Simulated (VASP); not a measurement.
**MgO: single point with PBE**

**Experimental background.**

From “Electronic structure of alkaline earth and post-transition metal oxides”, 2009, arxiv:0908.1581, for a bulk crystal of MgO: band gap 7.83 eV.

Crystal: MgO.

```
Mg O
1.0
     0.00000    2.13680    2.13680
     2.13680    0.00000    2.13680
     2.13680    2.13680    0.00000
Mg O
1 1
Direct
  0.00000 0.00000 0.00000
  0.50000 0.50000 0.50000
```

```yaml
Program: VASP 6.6.1
Task: single point
Functional: PBE
Potentials_or_basis: VASP PAW PBE potentials, release 64 (Mg, O)
Cutoff: 520 eV
k_mesh: 9 × 9 × 9
Occupations: fermi-dirac, width 0.1 eV
Spin: no spin polarisation
Dipole_correction: no
Further_INCAR_settings: ALGO = Normal; EDIFF = 1e-06; NBANDS = 11
```

```
Pressure               : -2.8 GPa
Band gap on the k mesh : 4.31 eV, direct
```

Levels at points of the mesh, in eV from the valence-band top:
```
           k point  band 1  band 2  band 3  band 4  band 5  band 6  band 7  band 8  band 9
(0.00, 0.00, 0.00)  -17.05    0.00    0.00    0.00    4.31   15.55   15.55   15.55   19.36
```

Run time: 15 s on 1 thread of Intel Xeon 6975P-C, on a shared host, peak memory 0.14 GiB.

Against the measured gap of MgO, 7.83 eV (quoted in “Electronic structure of alkaline earth and post-transition metal oxides”, 2009, arxiv:0908.1581), the calculated 4.31 eV is off by -3.52 eV. The value is that of PBE, without temperature or zero-point motion. Semilocal functionals fall short of measured gaps as a rule.
